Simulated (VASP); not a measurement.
Input of a VASP 6.6.1 run:

The input INCAR:

```
SYSTEM = Rb
ALGO = Fast ; EDIFF = 1E-6
ENCUT = 520 ; GGA = CA
ISIF = 2 ; ISMEAR = 0
LASPH = .True. ; LCHARG = .True.
LELF = .True. ; LREAL = .False.
LVHAR = .True. ; LWAVE = .False.
NBANDS = 10 ; NELM = 80
PREC = Accurate ; SIGMA = 0.15
```

File KPOINTS:

```
k-points
0
Gamma
  14 14 14
  0 0 0
```

Contents of POSCAR:

```
Rb
1.0
   -2.5000649129      2.5000649129      3.1283312255
    2.5000649129     -2.5000649129      3.1283312255
    2.5000649129      2.5000649129     -3.1283312255
Rb
1
Direct
    0.0000000000      0.0000000000      0.0000000000
```

Potentials or basis: VASP PAW LDA potentials, release 64 (Rb_sv).

Command:

```bash
$ cat potpaw_LDA.64/Rb_sv/POTCAR > POTCAR
$ mpirun -np 1 vasp_std > vasp.out
```

Predict the band gap on the k mesh.

zero (an odd number of electrons rules out a gap without spin polarisation).

Predict the pressure.

0.0 GPa.
